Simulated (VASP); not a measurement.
Input of a VASP 6.6.1 run:

Contents of INCAR:

```
PREC = Accurate
ENCUT = 520
EDIFF = 1E-7
ISMEAR = 0
SIGMA = 0.1
LREAL = F
LASPH = T
NELM = 100
ALGO = Fast
ISIF = 2
LWAVE = F
LCHARG = F
GGA = PE
NBANDS = 22
```

The input KPOINTS:

```
Automatic mesh
0
Gamma
  18 18 10
```

POSCAR

```
Rh
1.0
    2.6676027832      0.0000000000      0.0000000000
   -1.3338013916      2.3102117775      0.0000000000
    0.0000000000      0.0000000000      4.3003652295
Rh
2
Direct
    0.6666666667      0.3333333333      0.7500000000
    0.3333333333      0.6666666667      0.2500000000
```

Potentials or basis: VASP PAW PBE potentials, release 64 (Rh_pv).

Run with:

```console
$ cat potpaw_PBE.64/Rh_pv/POTCAR > POTCAR
$ mpirun -np 1 vasp_std > vasp.out
```

(1) What does it give for the pressure?

(2) What does it give for the band gap on the k mesh?

Answers

(1) 18.6 GPa.

(2) zero (bands 15 and 16 overlap by 2.57 eV).

Caveat: the cell stands under pressure.
